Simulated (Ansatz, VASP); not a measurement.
**GeSbTe3 in VASP and in Ansatz**

```
Ge Sb Te
1.0
     4.93163    0.00000    0.00000
    -2.46581    4.27091    0.00000
     0.00000    0.00000    9.15704
Ge Sb Te
1 1 3
Direct
  0.66667 0.33333 0.00000
  0.33333 0.66667 0.50000
  0.00000 0.00000 0.84802
  0.00000 0.00000 0.15198
  0.66667 0.33333 0.50000
```

Change from the starting cell: species swapped into the GaNi3As type (P-6m2, No. 187).

Alike in both runs: task relaxation of cell and atoms; functional PBE; k mesh 12 × 12 × 4; occupations gaussian, width 0.1 eV; no spin polarisation.

|  | VASP | Ansatz |
| --- | --- | --- |
| version | VASP 6.6.1 | Ansatz 0.2.0 |
| potentials or method | VASP PAW PBE potentials, release 64 (Ge_d, Sb, Te), cutoff 600 eV | scalar-relativistic, plane waves, PAW |
| valence electrons in the cell | 37 | 77 |

```tsv
	VASP	Ansatz	Ansatz less VASP
gap on the k mesh at the Fermi level, each at its own relaxed structure (eV)	none	none	-
relaxed volume (Å³/atom)	38.58	38.57	-0.008
relaxed cell length with the largest relative difference (Å)	9.159	9.157	-0.0023
```

A gap of «none» marks a metal or a gap that the smearing closes. VASP's potentials hold 37 valence electrons a cell and Ansatz's 77, so a difference there can come from the potentials and not from the codes.

Spin-orbit coupling is off throughout.
